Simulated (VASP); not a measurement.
# RbBr (Pm-3m) in VASP: single point with HSE06

Aim: the single point of RbBr with HSE06.

All numbers are computed with VASP 6.6.1; they aren't measurements. Logs are shortened: lines on timing, memory, paths and dates and some standing lists are left out, and cuts for length are marked.

### Step 1. The cell of the first run

Symmetry: Pm-3m, No. 221, cubic system. Conventional cell: a = 4.128 Å, b = 4.128 Å, c = 4.128 Å, α = 90.00°, β = 90.00°, γ = 90.00°. Within 4.7 Å of Rb (site symmetry m-3m) lie 8 Br at 3.57 Å and 6 Rb at 4.13 Å. Br (site symmetry m-3m) has 8 Rb at 3.57 Å and 6 Br at 4.13 Å within 4.7 Å.

### Step 2. Single point, HSE06

Input file POSCAR:

```
RbBr
1.0
    4.1279266285      0.0000000000      0.0000000000
    0.0000000000      4.1279266285      0.0000000000
    0.0000000000      0.0000000000      4.1279266285
Rb Br
1 1
Direct
    0.0000000000      0.0000000000      0.0000000000
    0.5000000000      0.5000000000      0.5000000000
```

Input file INCAR.step1:

```
PREC = Accurate
ENCUT = 520
EDIFF = 1E-5
ISMEAR = -1
SIGMA = 0.001
LREAL = F
LASPH = T
NELM = 80
ALGO = Normal
ISIF = 2
LWAVE = T
NBANDS = 15
GGA = PE
```

Input file INCAR.step2:

```
PREC = Accurate
ENCUT = 520
EDIFF = 1E-6
ISMEAR = -1
SIGMA = 0.001
LREAL = F
LASPH = T
NELM = 80
ALGO = Normal
ISIF = 2
LWAVE = F
LCHARG = T
GGA = PE
LHFCALC = T
HFSCREEN = 0.2079
PRECFOCK = Normal
LELF = T
LVHAR = T
NBANDS = 15
ISTART = 1
```

Input file KPOINTS:

```
regular mesh
0
Gamma
  4 4 4
```

Potentials or basis: VASP PAW PBE potentials, release 64 (Rb_sv, Br).

The run is started by

```bash
$ cat potpaw_PBE.64/Rb_sv/POTCAR potpaw_PBE.64/Br/POTCAR > POTCAR
$ cp INCAR.step1 INCAR
$ mpirun -np 1 vasp_std > vasp.out
$ cp INCAR.step2 INCAR
$ mpirun -np 1 vasp_std > vasp.out
```

OUTCAR:

```text
PREC = Accurate
   ENCUT = 520
   EDIFF = 1E-6
   ISMEAR = -1
   LREAL = F
   LASPH = T
   NELM = 80
   ISIF = 2
   GGA = PE
   LHFCALC = T
   HFSCREEN = 0.2079
   PRECFOCK = Normal
   ISTART = 1

 ion  position               nearest neighbor table
   1  0.000  0.000  0.000-   2 3.57   2 3.57   2 3.57   2 3.57   2 3.57   2 3.57   2 3.57   2 3.57

   2  0.500  0.500  0.500-   1 3.57   1 3.57   1 3.57   1 3.57   1 3.57   1 3.57   1 3.57   1 3.57

  LATTYP: Found a simple cubic cell.
 ALAT       =     4.1279266285

  Lattice vectors:

 A1 = (   4.1279266285,   0.0000000000,   0.0000000000)
 A2 = (   0.0000000000,   4.1279266285,   0.0000000000)
 A3 = (   0.0000000000,   0.0000000000,   4.1279266285)

Analysis of symmetry for initial positions (statically):
=====================================================================
 Subroutine PRICEL returns:
 Original cell was already a primitive cell.

 Routine SETGRP: Setting up the symmetry group for a
 simple cubic supercell.

 Subroutine GETGRP returns: Found 48 space group operations
 (whereof 48 operations were pure point group operations)
 out of a pool of 48 trial point group operations.

The static configuration has the point symmetry O_h .

Analysis of symmetry for dynamics (positions and initial velocities):
=====================================================================
 Subroutine PRICEL returns:
 Original cell was already a primitive cell.

 Routine SETGRP: Setting up the symmetry group for a
 simple cubic supercell.

 Subroutine GETGRP returns: Found 48 space group operations
 (whereof 48 operations were pure point group operations)
 out of a pool of 48 trial point group operations.

The dynamic configuration has the point symmetry O_h .

 Subroutine INISYM returns: Found 48 space group operations
 (whereof 48 operations are pure point group operations),
 and found     1 'primitive' translations

----------------------------------------------------------------------------------------

                                     Primitive cell

  volume of cell :      70.3390

  direct lattice vectors                    reciprocal lattice vectors
     4.127926629  0.000000000  0.000000000     0.242252368  0.000000000  0.000000000
     0.000000000  4.127926629  0.000000000     0.000000000  0.242252368  0.000000000
     0.000000000  0.000000000  4.127926629     0.000000000  0.000000000  0.242252368

  length of vectors
     4.127926629  4.127926629  4.127926629     0.242252368  0.242252368  0.242252368

  position of ions in fractional coordinates (direct lattice)
     0.000000000  0.000000000  0.000000000
     0.500000000  0.500000000  0.500000000

  ion indices of the primitive-cell ions
   primitive index   ion index
                 1           1
                 2           2

----------------------------------------------------------------------------------------

 KPOINTS: regular mesh

Automatic generation of k-mesh.
 Grid dimensions read from file:
 generate k-points for:    4    4    4

 Generating k-lattice:

  Cartesian coordinates                     Fractional coordinates (reciprocal lattice)
     0.060563092  0.000000000  0.000000000     0.250000000  0.000000000  0.000000000
     0.000000000  0.060563092  0.000000000     0.000000000  0.250000000  0.000000000
     0.000000000  0.000000000  0.060563092     0.000000000  0.000000000  0.250000000

  Length of vectors
     0.060563092  0.060563092  0.060563092

  Shift w.r.t. Gamma in fractional coordinates (k-lattice)
     0.000000000  0.000000000  0.000000000

 Subroutine IBZKPT returns following result:
 ===========================================

 Found     10 irreducible k-points:

 Following reciprocal coordinates:
            Coordinates               Weight
  0.000000  0.000000  0.000000      1.000000
  0.250000  0.000000  0.000000      6.000000
  0.500000  0.000000  0.000000      3.000000
  0.250000  0.250000  0.000000     12.000000
  0.500000  0.250000  0.000000     12.000000
  0.500000  0.500000  0.000000      3.000000
  0.250000  0.250000  0.250000      8.000000
  0.500000  0.250000  0.250000     12.000000
  0.500000  0.500000  0.250000      6.000000
  0.500000  0.500000  0.500000      1.000000
   k-points           NKPTS =     10   k-points in BZ     NKDIM =     64   number of bands    NBANDS=     15
   number of dos      NEDOS =    301   number of ions     NIONS =      2
   total plane-waves  NPLWV =  32768
   dimension x,y,z NGX =    32 NGY =   32 NGZ =   32
   dimension x,y,z NGXF=    64 NGYF=   64 NGZF=   64
   ions per type =               1   1
   NGX,Y,Z   is equivalent  to a cutoff of  12.89, 12.89, 12.89 a.u.
   NGXF,Y,Z  is equivalent  to a cutoff of  25.78, 25.78, 25.78 a.u.
 SYSTEM =  unknown system
   PREC   = accura    normal or accurate (medium, high low for compatibility)
   ISTART =      1    job   : 0-new  1-cont  2-samecut
   ICHARG =      0    charge: 1-file 2-atom 10-const
   ISPIN  =      1    spin polarized calculation?
   LNONCOLLINEAR =      F non collinear calculations
   LSORBIT =      F    spin-orbit coupling
   LASPH  =      T    aspherical Exc in radial PAW
   ENCUT  =  520.0 eV  38.22 Ry    6.18 a.u.   7.68  7.68  7.68*2*pi/ulx,y,z
   NELM   =     80;   NELMIN=  2; NELMDL=  0     # of ELM steps
   EDIFF  = 0.1E-05   stopping-criterion for ELM
   LREAL  =      F    real-space projection
   EDIFFG = 0.1E-04   stopping-criterion for IOM
   NSW    =      0    number of steps for IOM
   IBRION =     -1    ionic relax: 0-MD 1-quasi-New 2-CG
   NFREE  =      0    steps in history (QN), initial steepest desc. (CG)
   ISIF   =      2    stress and relaxation
   ISYM   =      3    0-nonsym 1-usesym 2-fastsym
   POTIM  = 0.5000    time-step for ionic-motion
   TEBEG  =    0.0;   TEEND  =   0.0 temperature during run
   PSTRESS=    0.0 pullay stress
   NELECT =      16.0000    total number of electrons
   NUPDOWN=      -1.0000    fix difference up-down
   EMIN   =  10.00;   EMAX   =-10.00  energy-range for DOS
   EFERMI =   0.00;   METHOD = LEGACY
   ISMEAR =    -1;   SIGMA  =   0.00  broadening in eV -4-tet -1-fermi 0-gaus
   EFERMI_NEDOS =   21; number of points for ismear=-14 and -15
   IALGO  =     38    algorithm
   IMIX   =      1    mixing-type and parameters
     AMIX     =   0.40;   BMIX     =  1.00
     AMIX_MAG =   1.60;   BMIX_MAG =  1.00
  volume/ion in A,a.u.               =      35.17       237.34
  Fermi-wavevector in a.u.,A,eV,Ry     =   0.999347  1.888491 13.588055  0.998694
  Thomas-Fermi vector in A             =   2.131631
   LORBIT       =      0    0 simple, 1 ext, 2 COOP (PROOUT), +10 PAW based schemes
   GGA     = PE    functional components
   LHFCALC =     T    Hartree Fock is set to
   PRECFOCK=normal    Normal, Fast or Accurate (Low or Medium for compatibility)
   ENCUT4O =  -1.0   cutoff for four orbital integrals eV
   NKREDX  =     1    reduce k-point grid by
   NKREDY  =     1    reduce k-point grid by
   NKREDZ  =     1    reduce k-point grid by
   AEXX    =    0.2500 exact exchange contribution
   HFSCREEN=    0.2079 screening length (either q_TF or 0.3 A-1)
   HFSCREENC=   0.2079 screening length for correlation (either q_TF or 0.3 A-1)
   ENCUTFOCK=  -1.0 apply spherical cutoff to Coloumb kernel
   IVDW    =     0    specifies the selected vdW correction
   LEPSILON=     F    determine dielectric tensor
   LRPA    =     F    only Hartree local field effects (RPA)
 non-spin polarized calculation
  energy-cutoff  :      520.00
  volume of cell :       70.34
 maximum number of plane-waves:      1924
 NGX is ok and might be reduce to    32
  NGX = 24; NGY = 24; NGZ = 24

 number of electron      16.0000002 magnetization

 Free energy of the ion-electron system (eV)
  ---------------------------------------------------
  ext. energy  EPLUGINS =         0.00000000
  ---------------------------------------------------
  free energy    TOTEN  =        -6.96671060 eV

  energy without entropy =       -6.96671060  energy(sigma->0) =       -6.96671060

 E-fermi :  -1.3818     XC(G=0):  -6.6276

 val. band max:       -1.5152803082   @ k =   0.5000   0.5000   0.0000
 cond. band min:       3.7435849999   @ k =   0.0000   0.0000   0.0000
 fundamental gap:      5.2588653080
 Fermi energy:        -1.3818479919

 k-point     1 :       0.0000    0.0000    0.0000
  band No.  band energies     occupation
      1     -28.3440      2.00000
      2     -15.1911      2.00000
      3     -11.1602      2.00000
      4     -11.1602      2.00000
      5     -11.1602      2.00000
      6      -1.6799      2.00000
      7      -1.6799      2.00000
      8      -1.6799      2.00000
      9       3.7436      0.00000
     10       5.2467      0.00000
     11       5.2467      0.00000
     12       9.8847      0.00000
     13       9.8847      0.00000
     14       9.8847      0.00000
     15      12.6001      0.00000

 k-point     2 :       0.2500    0.0000    0.0000
  band No.  band energies     occupation
      1     -28.3329      2.00000
      2     -15.1841      2.00000
      3     -11.2281      2.00000
      4     -11.1343      2.00000
      5     -11.1343      2.00000
      6      -2.6094      2.00000
      7      -1.7137      2.00000
      8      -1.7137      2.00000
      9       5.0481      0.00000
     10       5.7355      0.00000
     11       6.5065      0.00000
     12       9.6587      0.00000
     13       9.6587      0.00000
     14      10.2416      0.00000
     15      10.2832      0.00000

 k-point     3 :       0.5000    0.0000    0.0000
  band No.  band energies     occupation
      1     -28.3217      2.00000
      2     -15.1799      2.00000
      3     -11.2844      2.00000
      4     -11.1082      2.00000
      5     -11.1082      2.00000
      6      -3.3214      2.00000
      7      -1.7496      2.00000
      8      -1.7496      2.00000
      9       6.6558      0.00000
     10       6.7997      0.00000
     11       7.4402      0.00000
     12       8.4089      0.00000
     13       9.8065      0.00000
     14       9.8065      0.00000
     15      10.7519      0.00000

 k-point     4 :       0.2500    0.2500    0.0000
  band No.  band energies     occupation
      1     -28.3222      2.00000
      2     -15.1332      2.00000
      3     -11.3230      2.00000
      4     -11.2008      2.00000
      5     -11.1131      2.00000
      6      -2.5982      2.00000
      7      -2.2379      2.00000
      8      -1.6746      2.00000
      9       5.6261      0.00000
     10       6.1925      0.00000
     11       7.3443      0.00000
     12       8.6129      0.00000
     13       9.0416      0.00000
     14       9.9253      0.00000
     15      10.4611      0.00000
[... 55 lines left out ...]
 k-point     8 :       0.5000    0.2500    0.2500
  band No.  band energies     occupation
      1     -28.3016      2.00000
      2     -15.0029      2.00000
      3     -11.4042      2.00000
      4     -11.2857      2.00000
      5     -11.2497      2.00000
      6      -2.8821      2.00000
      7      -2.3937      2.00000
      8      -2.1406      2.00000
      9       6.4864      0.00000
     10       7.1304      0.00000
     11       7.1733      0.00000
     12       8.7703      0.00000
     13       8.8125      0.00000
     14       9.3311      0.00000
     15      12.0368      0.00000

 k-point     9 :       0.5000    0.5000    0.2500
  band No.  band energies     occupation
      1     -28.2916      2.00000
      2     -14.9192      2.00000
      3     -11.4353      2.00000
      4     -11.4353      2.00000
      5     -11.2342      2.00000
      6      -2.7875      2.00000
      7      -2.7875      2.00000
      8      -2.3013      2.00000
      9       6.1376      0.00000
     10       7.5692      0.00000
     11       7.7472      0.00000
     12       7.7472      0.00000
     13      10.0442      0.00000
     14      10.0442      0.00000
     15      11.9684      0.00000

 k-point    10 :       0.5000    0.5000    0.5000
  band No.  band energies     occupation
      1     -28.2820      2.00000
      2     -14.8588      2.00000
      3     -11.3870      2.00000
      4     -11.3870      2.00000
      5     -11.3870      2.00000
      6      -2.9308      2.00000
      7      -2.9308      2.00000
      8      -2.9308      2.00000
      9       7.9288      0.00000
     10       7.9288      0.00000
     11       7.9288      0.00000
     12       9.2875      0.00000
     13       9.2875      0.00000
     14       9.2875      0.00000
     15      12.2618      0.00000

------------------------ aborting loop because EDIFF is reached ----------------------------------------

  FORCE on cell =-STRESS in cart. coord.  units (eV):
  Direction    XX          YY          ZZ          XY          YZ          ZX
  --------------------------------------------------------------------------------------
  -------------------------------------------------------------------------------------
  Total        0.1942142      0.1942142      0.1942142     -0.0000000      0.0000000      0.0000000
  in kB        4.4238014      4.4238014      4.4238014     -0.0000000      0.0000000      0.0000000
  external PRESSURE =       4.4238014 kB  Pullay stress =       0.0000000 kB

 VOLUME and BASIS-vectors are now :
 -----------------------------------------------------------------------------
  energy-cutoff  :      520.00
  volume of cell :       70.34
      direct lattice vectors                 reciprocal lattice vectors
     4.127926629  0.000000000  0.000000000     0.242252368  0.000000000  0.000000000
     0.000000000  4.127926629  0.000000000     0.000000000  0.242252368  0.000000000
     0.000000000  0.000000000  4.127926629     0.000000000  0.000000000  0.242252368

 POSITION                                       TOTAL-FORCE (eV/Angst)
 -----------------------------------------------------------------------------------
      0.00000      0.00000      0.00000         0.000000      0.000000      0.000000
      2.06396      2.06396      2.06396         0.000000      0.000000      0.000000
 -----------------------------------------------------------------------------------
    total drift:                                0.000000     -0.000000      0.000000

  FREE ENERGIE OF THE ION-ELECTRON SYSTEM (eV)
  ---------------------------------------------------
  free  energy   TOTEN  =        -6.9667105969 eV

  energy  without entropy=       -6.9667105969  energy(sigma->0) =       -6.96671060
```

Run time: 3.5 min. Hardware: 1 thread of Intel Xeon Platinum 8375C at 2.90GHz (Ice Lake), shared host; peak memory 0.29 GiB.

Results:

```yaml
Free_energy: -6.9667 eV
Pressure: 0.4 GPa
Band_gap_on_the_k_mesh: 5.26 eV, indirect (least direct gap 5.42 eV)
```

Levels at points of the mesh, in eV from the valence-band top:
```
           k point  band 5  band 6  band 7  band 8  band 9  band 10  band 11  band 12
(0.00, 0.00, 0.00)   -9.64   -0.16   -0.16   -0.16    5.26     6.76     6.76    11.40
(0.50, 0.00, 0.00)   -9.59   -1.81   -0.23   -0.23    8.17     8.31     8.96     9.92
(0.50, 0.50, 0.00)   -9.56   -1.13   -1.13    0.00    6.49     7.46     9.29     9.29
(0.50, 0.50, 0.50)   -9.87   -1.42   -1.42   -1.42    9.44     9.44     9.44    10.80
```

Caveat: the PAW data sets were made with another functional, which shifts forces and pressure a little.
